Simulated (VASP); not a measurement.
# BN (P6_3mc) in VASP: a series of runs

BN is run at these levels: r2SCAN; tasks: single point, relaxation of cell and atoms.

Program: VASP 6.6.1. These are calculated values, not measurements. Logs are shortened: lines on timing, memory, paths and dates and some standing lists are left out, and cuts for length are marked.

### 1 The cell of the first run

The structure is hexagonal, space group P6_3mc (No. 186). Conventional cell: a = 2.543 Å, b = 2.543 Å, c = 4.207 Å, α = 90.00°, β = 90.00°, γ = 120.00°. Within 2.0 Å of B (site symmetry 3m) lie 4 N at 1.48 to 1.89 Å. Within 2.0 Å of N (site symmetry 3m) lie 4 B at 1.48 to 1.89 Å.

### 2 Single point, r2SCAN (atoms displaced along a vibrational mode)

POSCAR

```
BN
1.0
    2.5433243829      0.0000000000      0.0000000000
   -1.2716621915      2.2025835257      0.0000000000
    0.0000000000      0.0000000000      4.2068547497
B N
2 2
Direct
    0.3333333333      0.6666666667     -0.0379212392
    0.6666666667      0.3333333333      0.4620787608
    0.3333333333      0.6666666667      0.4119212392
    0.6666666667      0.3333333333      0.9119212392
```

INCAR.step1

```
PREC = Accurate ; ENCUT = 520
ISMEAR = 0 ; SIGMA = 0.01
LREAL = False ; LASPH = True
NELM = 60 ; NBANDS = 16
GGA = PE ; ALGO = Normal
EDIFF = 1E-4 ; LWAVE = True
LCHARG = False
```

INCAR.step2

```
PREC = Accurate ; ENCUT = 520
EDIFF = 1E-7 ; ISMEAR = 0
SIGMA = 0.01 ; LREAL = False
LASPH = True ; NELM = 60
ALGO = Normal ; ISIF = 2
LWAVE = False ; LCHARG = True
METAGGA = R2SCAN ; LMIXTAU = True
LELF = True ; LVHAR = True
NBANDS = 16 ; ISTART = 1
```

KPOINTS

```
regular mesh
0
Gamma
  12 12 6
```

Potentials or basis: VASP PAW PBE potentials, release 64 (B, N).

Launch:

```console
$ cat potpaw_PBE.64/B/POTCAR potpaw_PBE.64/N/POTCAR > POTCAR
$ cp INCAR.step1 INCAR
$ mpirun -np 1 vasp_std > vasp.out
$ cp INCAR.step2 INCAR
$ mpirun -np 1 vasp_std > vasp.out
```

OUTCAR:

```text
PREC = Accurate
   ENCUT = 520
   EDIFF = 1E-7
   ISMEAR = 0
   LREAL = False
   LASPH = True
   NELM = 60
   ISIF = 2
   METAGGA = R2SCAN
   ISTART = 1

 ion  position               nearest neighbor table
   1  0.333  0.667  0.962-   4 1.48   4 1.48   4 1.48   3 1.89
   2  0.667  0.333  0.462-   3 1.48   3 1.48   3 1.48   4 1.89
   3  0.333  0.667  0.412-   2 1.48   2 1.48   2 1.48   1 1.89
   4  0.667  0.333  0.912-   1 1.48   1 1.48   1 1.48   2 1.89

  LATTYP: Found a hexagonal cell.
 ALAT       =     2.5433243829
 C/A-ratio  =     1.6540771511

  Lattice vectors:

 A1 = (   2.5433243829,   0.0000000000,   0.0000000000)
 A2 = (  -1.2716621915,   2.2025835257,   0.0000000000)
 A3 = (   0.0000000000,   0.0000000000,   4.2068547497)

Analysis of symmetry for initial positions (statically):
=====================================================================
 Subroutine PRICEL returns:
 Original cell was already a primitive cell.

 Routine SETGRP: Setting up the symmetry group for a
 hexagonal supercell.

 Subroutine GETGRP returns: Found 12 space group operations
 (whereof  6 operations were pure point group operations)
 out of a pool of 24 trial point group operations.

The static configuration has the point symmetry C_3v.
 The point group associated with its full space group is C_6v.

Analysis of symmetry for dynamics (positions and initial velocities):
=====================================================================
 Subroutine PRICEL returns:
 Original cell was already a primitive cell.

 Routine SETGRP: Setting up the symmetry group for a
 hexagonal supercell.

 Subroutine GETGRP returns: Found 12 space group operations
 (whereof  6 operations were pure point group operations)
 out of a pool of 24 trial point group operations.

The dynamic configuration has the point symmetry C_3v.
 The point group associated with its full space group is C_6v.

 Subroutine INISYM returns: Found 12 space group operations
 (whereof  6 operations are pure point group operations),
 and found     1 'primitive' translations

----------------------------------------------------------------------------------------

                                     Primitive cell

  volume of cell :      23.5663

  direct lattice vectors                    reciprocal lattice vectors
     2.543324383  0.000000000  0.000000000     0.393186181  0.227006147  0.000000000
    -1.271662191  2.202583526  0.000000000     0.000000000  0.454012294  0.000000000
     0.000000000  0.000000000  4.206854750     0.000000000  0.000000000  0.237707280

  length of vectors
     2.543324383  2.543324383  4.206854750     0.454012294  0.454012294  0.237707280

  position of ions in fractional coordinates (direct lattice)
     0.333333333  0.666666667  0.962078761
     0.666666667  0.333333333  0.462078761
     0.333333333  0.666666667  0.411921239
     0.666666667  0.333333333  0.911921239

  ion indices of the primitive-cell ions
   primitive index   ion index
                 1           1
                 2           2
                 3           3
                 4           4

----------------------------------------------------------------------------------------

 KPOINTS: regular mesh

Automatic generation of k-mesh.
 Grid dimensions read from file:
 generate k-points for:   12   12    6

 Generating k-lattice:

  Cartesian coordinates                     Fractional coordinates (reciprocal lattice)
     0.032765515  0.018917179  0.000000000     0.083333333  0.000000000  0.000000000
     0.000000000  0.037834358  0.000000000     0.000000000  0.083333333  0.000000000
     0.000000000  0.000000000  0.039617880     0.000000000  0.000000000  0.166666667

  Length of vectors
     0.037834358  0.037834358  0.039617880

  Shift w.r.t. Gamma in fractional coordinates (k-lattice)
     0.000000000  0.000000000  0.000000000

 Subroutine IBZKPT returns following result:
 ===========================================

 Found     76 irreducible k-points:

 Following reciprocal coordinates:
            Coordinates               Weight
  0.000000  0.000000  0.000000      1.000000
  0.083333  0.000000  0.000000      6.000000
  0.166667  0.000000  0.000000      6.000000
  0.250000  0.000000  0.000000      6.000000
  0.333333  0.000000  0.000000      6.000000
  0.416667  0.000000  0.000000      6.000000
[... 16 lines left out ...]
  0.250000  0.000000  0.166667     12.000000
  0.333333  0.000000  0.166667     12.000000
 [... further k-points ...]
   k-points           NKPTS =     76   k-points in BZ     NKDIM =     76   number of bands    NBANDS=     16
   number of dos      NEDOS =    301   number of ions     NIONS =      4
   total plane-waves  NPLWV =  12800
   dimension x,y,z NGX =    20 NGY =   20 NGZ =   32
   dimension x,y,z NGXF=    40 NGYF=   40 NGZF=   64
   ions per type =               2   2
   NGX,Y,Z   is equivalent  to a cutoff of  13.07, 13.07, 12.65 a.u.
   NGXF,Y,Z  is equivalent  to a cutoff of  26.15, 26.15, 25.29 a.u.
 SYSTEM =  unknown system
   PREC   = accura    normal or accurate (medium, high low for compatibility)
   ISTART =      1    job   : 0-new  1-cont  2-samecut
   ICHARG =      0    charge: 1-file 2-atom 10-const
   ISPIN  =      1    spin polarized calculation?
   LNONCOLLINEAR =      F non collinear calculations
   LSORBIT =      F    spin-orbit coupling
   LASPH  =      T    aspherical Exc in radial PAW
   ENCUT  =  520.0 eV  38.22 Ry    6.18 a.u.   4.73  4.73  7.82*2*pi/ulx,y,z
   NELM   =     60;   NELMIN=  2; NELMDL=  0     # of ELM steps
   EDIFF  = 0.1E-06   stopping-criterion for ELM
   LREAL  =      F    real-space projection
   EDIFFG = 0.1E-05   stopping-criterion for IOM
   NSW    =      0    number of steps for IOM
   IBRION =     -1    ionic relax: 0-MD 1-quasi-New 2-CG
   NFREE  =      0    steps in history (QN), initial steepest desc. (CG)
   ISIF   =      2    stress and relaxation
   ISYM   =      2    0-nonsym 1-usesym 2-fastsym
   POTIM  = 0.5000    time-step for ionic-motion
   TEBEG  =    0.0;   TEEND  =   0.0 temperature during run
   PSTRESS=    0.0 pullay stress
   NELECT =      16.0000    total number of electrons
   NUPDOWN=      -1.0000    fix difference up-down
   EMIN   =  10.00;   EMAX   =-10.00  energy-range for DOS
   EFERMI =   0.00;   METHOD = LEGACY
   ISMEAR =     0;   SIGMA  =   0.01  broadening in eV -4-tet -1-fermi 0-gaus
   EFERMI_NEDOS =   21; number of points for ismear=-14 and -15
   IALGO  =     38    algorithm
   IMIX   =      4    mixing-type and parameters
     AMIX     =   0.40;   BMIX     =  1.00
     AMIX_MAG =   1.60;   BMIX_MAG =  1.00
  volume/ion in A,a.u.               =       5.89        39.76
  Fermi-wavevector in a.u.,A,eV,Ry     =   1.438857  2.719045 28.168267  2.070309
  Thomas-Fermi vector in A             =   2.557777
   LORBIT       =      0    0 simple, 1 ext, 2 COOP (PROOUT), +10 PAW based schemes
   METAGGA = R2SCAN    functional components
   LHFCALC =     F    Hartree Fock is set to
   AEXX    =    0.0000 exact exchange contribution
   IVDW    =     0    specifies the selected vdW correction
   LEPSILON=     F    determine dielectric tensor
   LRPA    =     F    only Hartree local field effects (RPA)
 non-spin polarized calculation
 Gauss-broadening in eV      SIGMA  =   0.01
  energy-cutoff  :      520.00
  volume of cell :       23.57
 maximum number of plane-waves:       652
 NGX is ok and might be reduce to    20
   NGX =  9   NGY =  9   NGZ = 15

 number of electron      16.0000003 magnetization

 Free energy of the ion-electron system (eV)
  ---------------------------------------------------
  ext. energy  EPLUGINS =         0.00000000
  ---------------------------------------------------
  free energy    TOTEN  =       -36.99477439 eV

  energy without entropy =      -36.99477439  energy(sigma->0) =      -36.99477439

 E-fermi :   8.9047     XC(G=0): -13.6205

 val. band max:        8.7877919655   @ k =   0.0000   0.0000   0.0000
 cond. band min:      13.2245689629   @ k =   0.5000   0.0000   0.3333
 fundamental gap:      4.4367769975
 Fermi energy:         8.9046835412

 k-point     1 :       0.0000    0.0000    0.0000
  band No.  band energies     occupation
      1     -14.1244      2.00000
      2      -9.8742      2.00000
      3      -3.2231      2.00000
      4       4.4397      2.00000
      5       4.4397      2.00000
      6       6.0496      2.00000
[... 8 lines left out ...]
     15      19.5297      0.00000
     16      23.7235      0.00000

 k-point     2 :       0.0833    0.0000    0.0000
  band No.  band energies     occupation
      1     -13.9720      2.00000
      2      -9.7659      2.00000
      3      -3.0446      2.00000
      4       3.7764      2.00000
      5       4.1421      2.00000
      6       5.5124      2.00000
[... 8 lines left out ...]
     15      20.0880      0.00000
     16      23.4369      0.00000

 k-point     3 :       0.1667    0.0000    0.0000
  band No.  band energies     occupation
      1     -13.5201      2.00000
      2      -9.4566      2.00000
      3      -2.5153      2.00000
      4       2.1592      2.00000
      5       3.4374      2.00000
      6       4.1560      2.00000
[... 8 lines left out ...]
     15      21.5936      0.00000
     16      22.6348      0.00000

 k-point     4 :       0.2500    0.0000    0.0000
  band No.  band energies     occupation
      1     -12.7874      2.00000
      2      -9.0085      2.00000
      3      -1.6586      2.00000
      4       0.2213      2.00000
      5       2.4291      2.00000
      6       2.6428      2.00000
[... 8 lines left out ...]
     15      22.6913      0.00000
     16      23.6756      0.00000
[... 324 lines left out ...]
 k-point    22 :       0.1667    0.0000    0.1667
  band No.  band energies     occupation
      1     -13.3484      2.00000
      2      -9.9573      2.00000
      3      -1.7128      2.00000
      4       2.3068      2.00000
      5       3.5456      2.00000
      6       3.9263      2.00000
[... 8 lines left out ...]
     15      21.4086      0.00000
     16      22.7018      0.00000

 k-point    23 :       0.2500    0.0000    0.1667
  band No.  band energies     occupation
      1     -12.6218      2.00000
      2      -9.4466      2.00000
      3      -1.1111      2.00000
      4       0.5627      2.00000
      5       2.1476      2.00000
      6       2.7571      2.00000
[... 8 lines left out ...]
     15      23.1161      0.00000
     16      23.4579      0.00000

 k-point    24 :       0.3333    0.0000    0.1667
  band No.  band energies     occupation
      1     -11.6652      2.00000
      2      -8.9114      2.00000
      3      -1.7731      2.00000
      4       0.2669      2.00000
      5       0.5804      2.00000
      6       2.0903      2.00000
[... 8 lines left out ...]
     15      24.2849      0.00000
     16      25.6765      0.00000

 [... further k-points ...]
[... 5 lines left out ...]
  --------------------------------------------------------------------------------------
  -------------------------------------------------------------------------------------
  Total        0.6959047      0.6959047      7.5087672     -0.0000000      0.0000000      0.0000000
  in kB       47.3117168     47.3117168    510.4903781     -0.0000000      0.0000000      0.0000000
  external PRESSURE =     201.7046039 kB  Pullay stress =       0.0000000 kB

 VOLUME and BASIS-vectors are now :
 -----------------------------------------------------------------------------
  energy-cutoff  :      520.00
  volume of cell :       23.57
      direct lattice vectors                 reciprocal lattice vectors
     2.543324383  0.000000000  0.000000000     0.393186181  0.227006147  0.000000000
    -1.271662191  2.202583526  0.000000000     0.000000000  0.454012294  0.000000000
     0.000000000  0.000000000  4.206854750     0.000000000  0.000000000  0.237707280

 POSITION                                       TOTAL-FORCE (eV/Angst)
 -----------------------------------------------------------------------------------
     -0.00000      1.46839      4.04733        -0.000000     -0.000000      2.424945
      1.27166      0.73419      1.94390         0.000000      0.000000      2.424945
     -0.00000      1.46839      1.73289         0.000000     -0.000000     -2.424945
      1.27166      0.73419      3.83632        -0.000000      0.000000     -2.424945
 -----------------------------------------------------------------------------------
    total drift:                                0.000000      0.000000      0.000848

  FREE ENERGIE OF THE ION-ELECTRON SYSTEM (eV)
  ---------------------------------------------------
  free  energy   TOTEN  =       -36.9947743909 eV

  energy  without entropy=      -36.9947743909  energy(sigma->0) =      -36.99477439
```

Run time: 2.4 min. Hardware: 1 thread of Intel Xeon 8259CL, shared host; peak memory 0.15 GiB.

What came out:

| Quantity | Value |
| --- | --- |
| Free energy | -36.9948 eV |
| Pressure | 20.2 GPa |
| Largest force | 2.425 eV/Å |
| Band gap on the k mesh | 4.44 eV (least direct gap 7.05 eV) |

Forces on the atoms (eV/Å):
```
B    0.000  0.000  2.425
B    0.000  0.000  2.425
N    0.000  0.000 -2.425
N    0.000  0.000 -2.425
```

Stress tensor (GPa, compression positive):
```
 4.73  0.00  0.00
 0.00  4.73  0.00
 0.00  0.00 51.05
```

Caveat: the cell differs from its parent crystal (atoms displaced along a vibrational mode); the cell stands under pressure; the PAW data sets were made with another functional, which shifts forces and pressure a little. A k mesh can miss the band edges.

### 3 Single point, r2SCAN (atoms displaced along a vibrational mode)

POSCAR

```
BN
1.0
    2.5433243829      0.0000000000      0.0000000000
   -1.2716621915      2.2025835257      0.0000000000
    0.0000000000      0.0000000000      4.2068547497
B N
2 2
Direct
    0.3333333333      0.6666666667     -0.0473257745
    0.6666666667      0.3333333333      0.4526742255
    0.3333333333      0.6666666667      0.4213257745
    0.6666666667      0.3333333333      0.9213257745
```

INCAR.step1

```
SYSTEM = BN
PREC = Accurate
ENCUT = 520
ISMEAR = 0
SIGMA = 0.01
LREAL = .False.
LASPH = .True.
NELM = 60
NBANDS = 16
GGA = PE
ALGO = Normal
EDIFF = 1E-4
LWAVE = .True.
LCHARG = .False.
```

INCAR.step2

```
SYSTEM = BN
PREC = Accurate
ENCUT = 520
EDIFF = 1E-7
ISMEAR = 0
SIGMA = 0.01
LREAL = .False.
LASPH = .True.
NELM = 60
ALGO = Normal
ISIF = 2
LWAVE = .False.
LCHARG = .False.
METAGGA = R2SCAN
LMIXTAU = .True.
NBANDS = 16
ISTART = 1
```

KPOINTS

```
regular mesh
0
Gamma
  12 12 6
  0 0 0
```

Potentials or basis: VASP PAW PBE potentials, release 64 (B, N).

Launch:

```console
$ cat potpaw_PBE.64/B/POTCAR potpaw_PBE.64/N/POTCAR > POTCAR
$ cp INCAR.step1 INCAR
$ mpirun -np 1 vasp_std > vasp.out
$ cp INCAR.step2 INCAR
$ mpirun -np 1 vasp_std > vasp.out
```

It took 2.1 min on 1 thread of Intel Xeon 8259CL, shared host; peak memory 0.15 GiB.

It converged, with:

* Free energy: -36.6580 eV
* Pressure: 24.9 GPa
* Largest force: 1.771 eV/Å
* Band gap on the k mesh: 4.09 eV (least direct gap 6.33 eV)

Forces on the atoms (eV/Å):
```
B    0.000  0.000  1.771
B    0.000  0.000  1.771
N    0.000  0.000 -1.771
N    0.000  0.000 -1.771
```

Stress tensor (GPa, compression positive):
```
 3.86  0.00  0.00
 0.00  3.86  0.00
 0.00  0.00 67.11
```

Levels at points of the mesh, in eV from the valence-band top:
```tsv
k point	band 4	band 5	band 6	band 7	band 8	band 9	band 10	band 11	band 12	band 13
(0.00, 0.00, 0.00)	-4.45	-4.45	-2.91	-2.91	-0.01	8.25	8.25	8.87	8.98	10.59
(0.50, 0.00, 0.00)	-10.45	-7.51	-7.16	-5.45	-3.52	5.83	6.42	10.01	10.33	14.26
(0.00, 0.00, 0.50)	-6.29	-3.72	-3.72	-3.72	-3.72	9.12	9.12	9.24	9.24	9.24
(0.50, 0.00, 0.50)	-12.08	-6.57	-6.57	-2.89	-2.89	4.39	4.39	7.98	7.98	17.01
```

Caveat: the cell differs from its parent crystal (atoms displaced along a vibrational mode); the cell stands under pressure; the PAW data sets were made with another functional, which shifts forces and pressure a little. A k mesh can miss the band edges.

### 4 Relaxation of cell and atoms, r2SCAN

This run uses another cell than the first one, of 5.93 Å³/atom.

POSCAR

```
BN
1.0
    2.5500000000      0.0000000000      0.0000000000
   -1.2750000000      2.2083647797      0.0000000000
    0.0000000000      0.0000000000      4.2100000000
B N
2 2
Direct
    0.3333333333      0.6666666667      0.0000000000
    0.6666666667      0.3333333333      0.5000000000
    0.3333333333      0.6666666667      0.3740000000
    0.6666666667      0.3333333333      0.8740000000
```

INCAR.step1

```
ALGO = Normal ; EDIFF = 1E-4
ENCUT = 600 ; GGA = PE
ISMEAR = 0 ; LASPH = T
LCHARG = F ; LREAL = F
LWAVE = T ; NELM = 60
PREC = Accurate ; SIGMA = 0.02
```

INCAR.step2

```
ALGO = Normal ; EDIFF = 1E-6
EDIFFG = -0.002 ; ENCUT = 600
IBRION = 2 ; ISIF = 3
ISMEAR = 0 ; ISTART = 1
LASPH = T ; LCHARG = F
LMIXTAU = T ; LREAL = F
LWAVE = F ; METAGGA = R2SCAN
NELM = 60 ; NSW = 100
PREC = Accurate ; SIGMA = 0.02
```

KPOINTS

```
k-points
0
Gamma
  12 12 6
```

Launch:

```console
$ cat potpaw_PBE.64/B/POTCAR potpaw_PBE.64/N/POTCAR > POTCAR
$ cp INCAR.step1 INCAR
$ mpirun -np 1 vasp_std > vasp.out
$ cp INCAR.step2 INCAR
$ mpirun -np 1 vasp_std > vasp.out
```

It took 5.8 min on 1 thread of Intel Xeon 8259CL, shared host; peak memory 0.16 GiB.

Results (log left out):

```
Free energy                           : -38.2724 eV
Relaxed volume                        : 5.91 Å³/atom
Relaxed cell                          : a = 2.547 Å, b = 2.547 Å, c = 4.212 Å, α = 90.00°, β = 90.00°, γ = 120.00°
Space group after relaxing (to 0.1 Å) : P6_3mc (No. 186)
Energy gained by relaxing             : 0.1 meV/atom
Ionic steps                           : 6
Pressure after relaxing               : 0.0 GPa
Band gap on the k mesh                : 5.72 eV (least direct gap 8.97 eV)
```

Step by step:
```csv
step,energy change (eV),largest force (eV/Å),pressure (GPa),volume (Å³)
1,0.0000,0.0600,-0.90,23.71
2,0.0001,0.0787,1.04,23.59
3,-0.0005,0.0069,0.02,23.65
4,-0.0005,0.0054,0.01,23.65
5,-0.0005,0.0055,-0.03,23.66
6,-0.0005,0.0011,-0.02,23.66
```

Final structure:
```yaml
crystal:
  lattice:
    - [2.54659, 0.00000, 0.00000]
    - [-1.27329, 2.20541, 0.00000]
    - [0.00000, 0.00000, 4.21191]
  atoms:
    - { symbol: B, position: [0.33333, 0.66667, 0.99971] }
    - { symbol: B, position: [0.66667, 0.33333, 0.49971] }
    - { symbol: N, position: [0.33333, 0.66667, 0.37429] }
    - { symbol: N, position: [0.66667, 0.33333, 0.87429] }
```

Levels at points of the mesh, in eV from the valence-band top:
```csv
k point,band 6,band 7,band 8,band 9,band 10,band 11
"(0.00, 0.00, 0.00)",-0.27,0.00,0.00,9.06,9.06,9.30
"(0.50, 0.00, 0.00)",-5.18,-4.52,-2.19,7.29,8.59,11.36
"(0.00, 0.00, 0.50)",-1.22,-1.22,-1.22,10.21,10.21,10.67
"(0.50, 0.00, 0.50)",-3.91,-3.72,-3.72,7.19,7.19,10.70
```

Caveat: the PAW data sets were made with another functional, which shifts forces and pressure a little. A k mesh can miss the band edges.

### 5 Overview

```tsv
task	cell	cutoff (eV)	smearing	gap on the mesh (eV)	pressure (GPa)	largest force (eV/Å)
single point	a = 2.543, b = 2.543, c = 4.207 Å, angles 90.0, 90.0, 120.0°, 4 atoms, atomic positions A	520	gaussian 0.01 eV	4.44	20.2	2.42
single point	a = 2.543, b = 2.543, c = 4.207 Å, angles 90.0, 90.0, 120.0°, 4 atoms, atomic positions B	520	gaussian 0.01 eV	4.09	24.9	1.77
relaxation of cell and atoms	relaxed from a = 2.550, b = 2.550, c = 4.210 Å, angles 90.0, 90.0, 120.0°, 4 atoms, atomic positions C	600	gaussian 0.02 eV	5.72	0.0	-
```

Alike in all rows: level r2SCAN; potentials or basis VASP PAW PBE potentials, release 64 (B, N); no spin polarisation; k mesh 12 × 12 × 6.

Caveats: the PAW data sets were made with another functional, which shifts forces and pressure a little; the cell stands under pressure (at least some runs).

Total energies depend on the potentials used, so only differences within one code and one set of settings carry meaning.
